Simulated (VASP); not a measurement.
**ZnS: relaxation of cell and atoms with PBE**

ZnS:

```xyz
4
Lattice="3.6969 0.0000 0.0000 -1.8485 3.2016 0.0000 0.0000 0.0000 6.0735" Properties=species:S:1:pos:R:3 pbc="T T T"
Zn    0.0000    2.1344    0.0031
Zn    1.8485    1.0672    3.0399
S     0.0000    2.1344    2.2745
S     1.8485    1.0672    5.3112
```

```
Program                : VASP 6.6.1
Task                   : relaxation of cell and atoms
Functional             : PBE
Potentials or basis    : VASP PAW PBE potentials, release 64 (Zn, S)
Cutoff                 : 600 eV
k mesh                 : 12 × 12 × 6
Occupations            : gaussian, width 0.02 eV
Spin                   : no spin polarisation
Target pressure        : 10 GPa
Dipole correction      : no
Further INCAR settings : ALGO = Normal; EDIFF = 1e-06; IBRION = 2; EDIFFG = -0.008; NSW = 70; ISIF = 3
```

```yaml
Relaxed_volume: 18.08 Å³/atom
Relaxed_cell: a = 3.701 Å, b = 3.701 Å, c = 6.097 Å, α = 90.00°, β = 90.00°, γ = 120.00°
Space_group_after_relaxing_to_0.05_Å: P6_3mc (No. 186)
Energy_change_on_relaxing_the_enthalpy_is_what_falls: -6.8 meV/atom
Ionic_steps: 9
Pressure_after_relaxing: 10.0 GPa
Band_gap_on_the_k_mesh: 2.57 eV, direct
```

Step by step:
| step | energy change (eV) | largest force (eV/Å) | pressure (GPa) | volume (Å³) |
| --- | --- | --- | --- | --- |
| 1 | 0.0000 | 0.0233 | 10.60 | 71.89 |
| 2 | -0.0441 | 0.0080 | 9.53 | 72.59 |
| 3 | -0.0253 | 0.0147 | 10.01 | 72.28 |
| 4 | -0.0263 | 0.0141 | 9.94 | 72.30 |
| 5 | -0.0257 | 0.0149 | 10.00 | 72.29 |
| 6 | -0.0255 | 0.0104 | 9.96 | 72.28 |
| 7 | -0.0247 | 0.0024 | 10.07 | 72.27 |
| 8 | -0.0304 | 0.0002 | 9.89 | 72.36 |
| 9 | -0.0270 | 0.0016 | 10.00 | 72.31 |

Final structure:
```cif
data_structure
_symmetry_space_group_name_H-M 'P 1'
_symmetry_Int_Tables_number 1
_cell_length_a 3.7005
_cell_length_b 3.7005
_cell_length_c 6.0971
_cell_angle_alpha 90.000
_cell_angle_beta 90.000
_cell_angle_gamma 120.000
_cell_volume 72.31
loop_
_atom_site_label
_atom_site_type_symbol
_atom_site_fract_x
_atom_site_fract_y
_atom_site_fract_z
_atom_site_occupancy
Zn1 Zn 0.33333 0.66667 0.00108 1
Zn2 Zn 0.66667 0.33333 0.50108 1
S1 S 0.33333 0.66667 0.37392 1
S2 S 0.66667 0.33333 0.87392 1
```

Levels at points of the mesh, in eV from the valence-band top:
| k point | band 15 | band 16 | band 17 | band 18 | band 19 | band 20 | band 21 | band 22 |
| --- | --- | --- | --- | --- | --- | --- | --- | --- |
| (0.00, 0.00, 0.00) | -1.02 | -0.12 | 0.00 | 0.00 | 2.57 | 3.28 | 6.25 | 6.25 |
| (0.50, 0.00, 0.00) | -3.70 | -2.55 | -1.97 | -1.01 | 3.59 | 4.44 | 5.01 | 6.82 |
| (0.00, 0.00, 0.50) | -0.54 | -0.54 | -0.54 | -0.54 | 3.81 | 3.81 | 6.73 | 6.73 |
| (0.50, 0.00, 0.50) | -1.88 | -1.88 | -1.84 | -1.84 | 3.52 | 3.52 | 5.15 | 5.15 |

Wall time 6.9 min on 1 thread of Oxide Virtual Turin-like Processor, with other jobs on the host, peak memory 0.26 GiB.

Caveat: the cell is relaxed towards a set pressure, so the enthalpy falls and the energy may rise. A k mesh can miss the band edges.
